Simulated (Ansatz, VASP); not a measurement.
**BaTiO3: VASP beside Ansatz**

```
CELL_PARAMETERS angstrom
4.01926 0.00000 0.00000
0.00000 4.01926 0.00000
0.00000 0.00000 4.01926
ATOMIC_POSITIONS crystal
Ba 0.50000 0.50000 0.50000
Ti 0.00000 0.00000 0.00000
O 0.50000 0.00000 0.00000
O 0.00000 0.50000 0.00000
O 0.00000 0.00000 0.50000
```

Alike in both runs: task single point; functional PBE; k mesh 8 × 8 × 8; occupations gaussian, width 0.05 eV; collinear spin.

|  | VASP | Ansatz |
| --- | --- | --- |
| version | VASP 6.6.1 | Ansatz 0.2.0 |
| potentials or method | VASP PAW PBE potentials, release 64 (Ba_sv, Ti_sv, O), cutoff 520 eV | scalar-relativistic, plane waves, PAW |
| valence electrons in the cell | 40 | 40 |

```csv
,VASP,Ansatz,Ansatz less VASP
gap on the k mesh at the Fermi level (eV),1.72,1.78,+0.064
least direct gap on the mesh (eV),1.88,1.90,+0.025
pressure (GPa),1.7,0.0,-1.71
net moment per atom (μB),0.00,0.00,0.000
```

Ansatz's warnings: seeded moment not kept.

Spin-orbit coupling is off throughout.
